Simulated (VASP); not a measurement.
Runs of VASP 6.6.1 on Cr. The structure is that of space group Im-3m (No. 229), or close to it. The cells are those of the table. 

```tsv
cell	gap on the mesh (eV)	pressure (GPa)	moment (μB)
a = 2.929 Å, 2 atoms	none	-18.9	0.00
a = 2.908 Å, 2 atoms	none	(b)	0.00
a = 3.027 Å, 2 atoms	none	-24.9	0.00
a = 2.949 Å, 2 atoms	none	-20.6	0.00
a = 2.969 Å, 2 atoms	none	(a)	0.00
a = 3.008 Å, 2 atoms	none	-24.1	0.00
a = 2.989 Å, 2 atoms	none	-23.2	0.00
```

Alike in all rows: task single point; level PBEsol; potentials or basis VASP PAW PBE potentials, release 64 (Cr_pv); spin collinear, antiferromagnetic start; k mesh 10 × 10 × 10; cutoff (eV) 520; smearing fermi-dirac 0.1 eV.

Task: Estimate the missing entries.

Result: (a) -22.0; (b) -16.7.

Caveats: the cell stands under tension; an empty level that is flat over the whole mesh can mark a ghost state of the potentials, or a narrow d or f band; the PAW data sets were made with another functional, which shifts forces and pressure a little.

A gap of «none» marks levels without a gap at the run's occupations.
